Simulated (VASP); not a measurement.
Wanted: the native input for a VASP 6.6.1 run.

```yaml
Task: single point
Functional: LDA
Potentials_or_basis: VASP PAW LDA potentials, release 64 (Hf_pv)
Cutoff: 520 eV
k_mesh: 13 × 13 × 13
Occupations: fermi-dirac, width 0.03 eV
Spin: no spin polarisation
Dipole_correction: no
Further_INCAR_settings: ALGO = Normal; EDIFF = 1e-07; NBANDS = 11
```

The structure of Hf lies in POSCAR:

```
Hf
1.0
    0.0222000000      2.2311000000      2.2311000000
    2.2311000000      0.0222000000      2.2311000000
    2.2311000000      2.2311000000      0.0222000000
Hf
1
Direct
    0.0000000000      0.0000000000      0.0000000000
```

This cell differs from its parent crystal: equal xy, yz and zx shear strains of +1 %.

The input as run:

INCAR

```
PREC = Accurate
ENCUT = 520
EDIFF = 1E-7
ISMEAR = -1
SIGMA = 0.03
LREAL = F
LASPH = T
NELM = 60
ALGO = Normal
ISIF = 2
LWAVE = F
LCHARG = F
NBANDS = 11
```

KPOINTS

```
regular mesh
0
Gamma
  13 13 13
```

Potentials or basis: VASP PAW LDA potentials, release 64 (Hf_pv).

Run with:

```console
$ cat potpaw_LDA.64/Hf_pv/POTCAR > POTCAR
$ mpirun -np 1 vasp_std > vasp.out
```

Results of the run:

The pressure is -5.5 GPa and the band gap on the k mesh is zero (bands 5 and 6 overlap by 1.74 eV).

Caveat: the cell differs from its parent crystal (equal xy, yz and zx shear strains of +1 %); the cell stands under tension; spin-orbit coupling is left out, which moves the levels of the heavy elements.

Run time: 35 s on 1 thread of AMD EPYC 7R13 Processor (Zen 3), on a shared host, peak memory 0.14 GiB.
